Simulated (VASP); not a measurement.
# Sc in VASP: relaxation of the atoms with PBEsol

Aim: the relaxation of the atoms of Sc with PBEsol.

Everything below comes from runs of VASP 6.6.1. Logs are shortened: lines on timing, memory, paths and dates and some standing lists are left out, and cuts for length are marked.

## Step 1: The cell of the first run

The cell holds a slab with vacuum, 5 atoms: a = 3.211 Å, b = 3.211 Å, c = 26.082 Å, α = 90.00°, β = 90.00°, γ = 90.00°.

## Step 2: Relaxation of the atoms, PBEsol

The input, INCAR:

```
ALGO = Normal ; DIPOL = 0.5 0.5 0.500
EDIFF = 1E-7 ; EDIFFG = -0.04
ENCUT = 520 ; GGA = PS
IBRION = 2 ; IDIPOL = 3
ISIF = 2 ; ISMEAR = 0
LASPH = True ; LCHARG = False
LDIPOL = True ; LREAL = False
LUSENCCL = False ; LWAVE = False
NELM = 60 ; NSW = 60
PREC = Accurate ; SIGMA = 0.1
```

The input, KPOINTS:

```
k-points
0
Gamma
  8 8 1
```

The input, POSCAR:

```
Sc
1.0
    3.2109718900      0.0000000000      0.0000000000
    0.0000000000      3.2109718900      0.0000000000
    0.0000000000      0.0000000000     26.0820001558
Sc
5
Selective dynamics
Direct
    0.5000000000      0.5000000000      0.3258952515  F F F
    0.0000000000      0.0000000000      0.4129476309  F F F
    0.5000000000      0.5000000000      0.5000000000  T T T
    0.0000000000      0.0000000000      0.5870523691  T T T
    0.5000000000      0.5000000000      0.6741047485  T T T
```

Potentials or basis: VASP PAW PBE potentials, release 64 (Sc_sv).

On the command line:

```sh
> cat potpaw_PBE.64/Sc_sv/POTCAR > POTCAR
> mpirun -np 1 vasp_std > vasp.out
```

OUTCAR:

```text
EDIFF = 1E-7
   EDIFFG = -0.04
   ENCUT = 520
   GGA = PS
   IBRION = 2
   ISIF = 2
   ISMEAR = 0
   LASPH = True
   LREAL = False
   NELM = 60
   NSW = 60
   PREC = Accurate

 ion  position               nearest neighbor table
   1  0.500  0.500  0.326-   2 3.21   2 3.21   2 3.21   2 3.21
   2  0.000  0.000  0.413-   3 3.21   3 3.21   3 3.21   3 3.21   1 3.21   1 3.21   1 3.21   1 3.21

   3  0.500  0.500  0.500-   2 3.21   4 3.21   2 3.21   4 3.21   2 3.21   4 3.21   2 3.21   4 3.21

   4  0.000  0.000  0.587-   3 3.21   3 3.21   3 3.21   3 3.21   5 3.21   5 3.21   5 3.21   5 3.21

   5  0.500  0.500  0.674-   4 3.21   4 3.21   4 3.21   4 3.21

  LATTYP: Found a simple tetragonal cell.
 ALAT       =     3.2109718900
 C/A-ratio  =     8.1227743653

  Lattice vectors:

 A1 = (   3.2109718900,   0.0000000000,   0.0000000000)
 A2 = (   0.0000000000,   3.2109718900,   0.0000000000)
 A3 = (   0.0000000000,   0.0000000000,  26.0820001558)

Analysis of symmetry for initial positions (statically):
=====================================================================
 Subroutine PRICEL returns:
 Original cell was already a primitive cell.

 Routine SETGRP: Setting up the symmetry group for a
 simple tetragonal supercell.

 Subroutine GETGRP returns: Found 16 space group operations
 (whereof 16 operations were pure point group operations)
 out of a pool of 16 trial point group operations.

The static configuration has the point symmetry D_4h.

Analysis of symmetry for dynamics (positions and initial velocities):
=====================================================================
 Subroutine PRICEL returns:
 Original cell was already a primitive cell.

 Routine SETGRP: Setting up the symmetry group for a
 simple tetragonal supercell.

 Subroutine GETGRP returns: Found 16 space group operations
 (whereof 16 operations were pure point group operations)
 out of a pool of 16 trial point group operations.

The dynamic configuration has the point symmetry D_4h.

Analysis of constrained symmetry for selective dynamics:
=====================================================================
 Subroutine PRICEL returns:
 Original cell was already a primitive cell.

 Routine SETGRP: Setting up the symmetry group for a
 simple tetragonal supercell.

 Subroutine GETGRP returns: Found  8 space group operations
 (whereof  8 operations were pure point group operations)
 out of a pool of 16 trial point group operations.

The constrained configuration has the point symmetry C_4v.

 Subroutine INISYM returns: Found  8 space group operations
 (whereof  8 operations are pure point group operations),
 and found     1 'primitive' translations

----------------------------------------------------------------------------------------

                                     Primitive cell

  volume of cell :     268.9143

  direct lattice vectors                    reciprocal lattice vectors
     3.210971890  0.000000000  0.000000000     0.311432188  0.000000000  0.000000000
     0.000000000  3.210971890  0.000000000     0.000000000  0.311432188  0.000000000
     0.000000000  0.000000000 26.082000156     0.000000000  0.000000000  0.038340618

  length of vectors
     3.210971890  3.210971890 26.082000156     0.311432188  0.311432188  0.038340618

  position of ions in fractional coordinates (direct lattice)
     0.500000000  0.500000000  0.325895252
     0.000000000  0.000000000  0.412947631
     0.500000000  0.500000000  0.500000000
     0.000000000  0.000000000  0.587052369
     0.500000000  0.500000000  0.674104748

  ion indices of the primitive-cell ions
   primitive index   ion index
                 1           1
                 2           2
                 3           3
                 4           4
                 5           5

----------------------------------------------------------------------------------------

 KPOINTS: k-points

Automatic generation of k-mesh.
 Grid dimensions read from file:
 generate k-points for:    8    8    1

 Generating k-lattice:

  Cartesian coordinates                     Fractional coordinates (reciprocal lattice)
     0.038929023  0.000000000  0.000000000     0.125000000  0.000000000  0.000000000
     0.000000000  0.038929023  0.000000000     0.000000000  0.125000000  0.000000000
     0.000000000  0.000000000  0.038340618     0.000000000  0.000000000  1.000000000

  Length of vectors
     0.038929023  0.038929023  0.038340618

  Shift w.r.t. Gamma in fractional coordinates (k-lattice)
     0.000000000  0.000000000  0.000000000

 Subroutine IBZKPT returns following result:
 ===========================================

 Found     15 irreducible k-points:

 Following reciprocal coordinates:
            Coordinates               Weight
  0.000000  0.000000  0.000000      1.000000
  0.125000  0.000000  0.000000      4.000000
  0.250000  0.000000  0.000000      4.000000
  0.375000  0.000000  0.000000      4.000000
  0.500000  0.000000  0.000000      2.000000
  0.125000  0.125000  0.000000      4.000000
  0.250000  0.125000  0.000000      8.000000
  0.375000  0.125000  0.000000      8.000000
  0.500000  0.125000  0.000000      4.000000
  0.250000  0.250000  0.000000      4.000000
  0.375000  0.250000  0.000000      8.000000
  0.500000  0.250000  0.000000      4.000000
  0.375000  0.375000  0.000000      4.000000
  0.500000  0.375000  0.000000      4.000000
  0.500000  0.500000  0.000000      1.000000
   k-points           NKPTS =     15   k-points in BZ     NKDIM =     15   number of bands    NBANDS=     33
   number of dos      NEDOS =    301   number of ions     NIONS =      5
   total plane-waves  NPLWV = 112896
   dimension x,y,z NGX =    24 NGY =   24 NGZ =  196
   dimension x,y,z NGXF=    48 NGYF=   48 NGZF=  392
   ions per type =               5
   NGX,Y,Z   is equivalent  to a cutoff of  12.43, 12.43, 12.49 a.u.
   NGXF,Y,Z  is equivalent  to a cutoff of  24.85, 24.85, 24.99 a.u.
 SYSTEM =  unknown system
   PREC   = accura    normal or accurate (medium, high low for compatibility)
   ISTART =      0    job   : 0-new  1-cont  2-samecut
   ICHARG =      2    charge: 1-file 2-atom 10-const
   ISPIN  =      1    spin polarized calculation?
   LNONCOLLINEAR =      F non collinear calculations
   LSORBIT =      F    spin-orbit coupling
   LASPH  =      T    aspherical Exc in radial PAW
   ENCUT  =  520.0 eV  38.22 Ry    6.18 a.u.   5.97  5.97 48.50*2*pi/ulx,y,z
   NELM   =     60;   NELMIN=  2; NELMDL= -5     # of ELM steps
   EDIFF  = 0.1E-06   stopping-criterion for ELM
   LREAL  =      F    real-space projection
   EDIFFG = -.4E-01   stopping-criterion for IOM
   NSW    =     60    number of steps for IOM
   IBRION =      2    ionic relax: 0-MD 1-quasi-New 2-CG
   NFREE  =      1    steps in history (QN), initial steepest desc. (CG)
   ISIF   =      2    stress and relaxation
   ISYM   =      2    0-nonsym 1-usesym 2-fastsym
   POTIM  = 0.5000    time-step for ionic-motion
   TEBEG  =    0.0;   TEEND  =   0.0 temperature during run
   PSTRESS=    0.0 pullay stress
   NELECT =      55.0000    total number of electrons
   NUPDOWN=      -1.0000    fix difference up-down
   EMIN   =  10.00;   EMAX   =-10.00  energy-range for DOS
   EFERMI =   0.00;   METHOD = LEGACY
   ISMEAR =     0;   SIGMA  =   0.10  broadening in eV -4-tet -1-fermi 0-gaus
   EFERMI_NEDOS =   21; number of points for ismear=-14 and -15
   IALGO  =     38    algorithm
   IMIX   =      4    mixing-type and parameters
     AMIX     =   0.40;   BMIX     =  1.00
     AMIX_MAG =   1.60;   BMIX_MAG =  1.00
  volume/ion in A,a.u.               =      53.78       362.94
  Fermi-wavevector in a.u.,A,eV,Ry     =   0.964549  1.822734 12.658253  0.930355
  Thomas-Fermi vector in A             =   2.094190
   LORBIT       =      0    0 simple, 1 ext, 2 COOP (PROOUT), +10 PAW based schemes
   GGA     = PS    functional components
   LHFCALC =     F    Hartree Fock is set to
   AEXX    =    0.0000 exact exchange contribution
   IVDW    =     0    specifies the selected vdW correction
   LEPSILON=     F    determine dielectric tensor
   LRPA    =     F    only Hartree local field effects (RPA)
 conjugate gradient relaxation of ions
 non-spin polarized calculation
 Gauss-broadening in eV      SIGMA  =   0.10
  energy-cutoff  :      520.00
  volume of cell :      268.91
 maximum number of plane-waves:      7306
 NGX is ok and might be reduce to    24
   NGX = 11   NGY = 11   NGZ = 97

--------------------------------------- Ionic step        1  -------------------------------------------

 number of electron      55.0000028 magnetization

 Free energy of the ion-electron system (eV)
  ---------------------------------------------------
  ext. energy  EPLUGINS =         0.00000000
  ---------------------------------------------------
  free energy    TOTEN  =       -31.12890979 eV

  energy without entropy =      -31.06641688  energy(sigma->0) =      -31.09766333

------------------------ aborting loop because EDIFF is reached ----------------------------------------

  FORCE on cell =-STRESS in cart. coord.  units (eV):
  Direction    XX          YY          ZZ          XY          YZ          ZX
  --------------------------------------------------------------------------------------
  -------------------------------------------------------------------------------------
  Total       -0.9932216     -0.9932216     -1.7776955      0.0000000     -0.0000000      0.0000000
  in kB       -5.9175623     -5.9175623    -10.5914167      0.0000000     -0.0000000      0.0000000
  external PRESSURE =      -7.4755138 kB  Pullay stress =       0.0000000 kB
[... 106 lines left out ...]
 number of electron      55.0000028 magnetization

------------------------ aborting loop because EDIFF is reached ----------------------------------------

 vacuum level on the upper side and lower side of the slab       (xc-potential included)        -0.060        -0.021

  FORCE on cell =-STRESS in cart. coord.  units (eV):
  Direction    XX          YY          ZZ          XY          YZ          ZX
  --------------------------------------------------------------------------------------
  -------------------------------------------------------------------------------------
  Total       -0.7144660     -0.7144660     -1.2559356      0.0000000      0.0000000      0.0000000
  in kB       -4.2567509     -4.2567509     -7.4827986      0.0000000      0.0000000      0.0000000
  external PRESSURE =      -5.3321001 kB  Pullay stress =       0.0000000 kB
[... 20 lines left out ...]
  FREE ENERGIE OF THE ION-ELECTRON SYSTEM (eV)
  ---------------------------------------------------
  free  energy   TOTEN  =       -31.1628089424 eV

  energy  without entropy=      -31.1037053187  energy(sigma->0) =      -31.13325713

 dipolmoment           0.000000      0.000000      0.003504 electrons x Angstroem

--------------------------------------- Ionic step        5  -------------------------------------------

 number of electron      55.0000025 magnetization

 dipolmoment           0.000000      0.000000     -0.006249 electrons x Angstroem

 Free energy of the ion-electron system (eV)
  ---------------------------------------------------
  ext. energy  EPLUGINS =         0.00000000
  ---------------------------------------------------
  free energy    TOTEN  =       -31.16416294 eV

  energy without entropy =      -31.10503538  energy(sigma->0) =      -31.13459916

 E-fermi :   0.1582     XC(G=0):  -5.1628

 val. band max:        0.1560946766   @ k =   0.3750   0.2500   0.0000
 cond. band min:       0.1628723468   @ k =   0.5000   0.0000   0.0000
 fundamental gap:      0.0067776702
 Fermi energy:         0.1581576435

 k-point     1 :       0.0000    0.0000    0.0000
  band No.  band energies     occupation
      1     -49.4424      2.00000
      2     -49.2868      2.00000
      3     -49.0400      2.00000
      4     -48.7852      2.00000
      5     -48.6403      2.00000
      6     -28.2859      2.00000
[... 529 lines left out ...]
     32       1.3533      0.00000
     33       1.3533      0.00000

------------------------ aborting loop because EDIFF is reached ----------------------------------------

 vacuum level on the upper side and lower side of the slab       (xc-potential included)        -0.062         0.045

  FORCE on cell =-STRESS in cart. coord.  units (eV):
  Direction    XX          YY          ZZ          XY          YZ          ZX
  --------------------------------------------------------------------------------------
  -------------------------------------------------------------------------------------
  Total       -0.6757126     -0.6757126     -1.1795996      0.0000000     -0.0000000      0.0000000
  in kB       -4.0258600     -4.0258600     -7.0279924      0.0000000     -0.0000000      0.0000000
  external PRESSURE =      -5.0265708 kB  Pullay stress =       0.0000000 kB
[... 20 lines left out ...]
  FREE ENERGIE OF THE ION-ELECTRON SYSTEM (eV)
  ---------------------------------------------------
  free  energy   TOTEN  =       -31.1641629390 eV

  energy  without entropy=      -31.1050353833  energy(sigma->0) =      -31.13459916

 reached required accuracy - stopping structural energy minimisation

 vacuum level on the upper side and lower side of the slab         3.049         3.157
```

Wall time 7.2 min (1 × NVIDIA H100 80GB with 1 thread of Intel Xeon Platinum 8481C at 2.70GHz (Sapphire Rapids), shared host); peak memory 1.3 GiB.

Results:

| Quantity | Value |
| --- | --- |
| Free energy | -31.1642 eV |
| Energy gained by relaxing | 7.1 meV/atom |
| Ionic steps | 5 |
| Band gap on the k mesh | zero (an odd number of electrons rules out a gap without spin polarisation) |

Step by step:
| step | energy change (eV) | largest force on free atoms (eV/Å) | pressure (GPa) |
| --- | --- | --- | --- |
| 1 | 0.0000 | 0.4660 | -0.75 |
| 2 | -0.0165 | 0.3227 | -0.70 |
| 3 | -0.0327 | 0.1233 | -0.54 |
| 4 | -0.0339 | 0.0874 | -0.53 |
| 5 | -0.0353 | 0.0226 | -0.50 |

Final structure:
```
Sc
1.0
     3.21097    0.00000    0.00000
     0.00000    3.21097    0.00000
     0.00000    0.00000   26.08200
Sc
5
Direct
  0.50000 0.50000 0.32590
  0.00000 0.00000 0.41295
  0.50000 0.50000 0.50121
  0.00000 0.00000 0.58966
  0.50000 0.50000 0.67083
```

Levels at points of the mesh, in eV from the Fermi level:
```
           k point  band 23  band 24  band 25  band 26  band 27  band 28  band 29  band 30  band 31  band 32
(0.00, 0.00, 0.00)    -3.38    -2.33    -1.74    -0.62    -0.35     0.04     0.05     0.13     0.97     1.48
(0.50, 0.00, 0.00)    -1.78    -1.38    -1.36     0.00     0.09     0.21     0.28     0.37     0.56     0.99
(0.50, 0.50, 0.00)    -1.06    -0.95    -0.78    -0.59    -0.59    -0.26    -0.26     0.28     0.28     1.20
```

Caveat: the PAW data sets were made with another functional, which shifts forces and pressure a little.
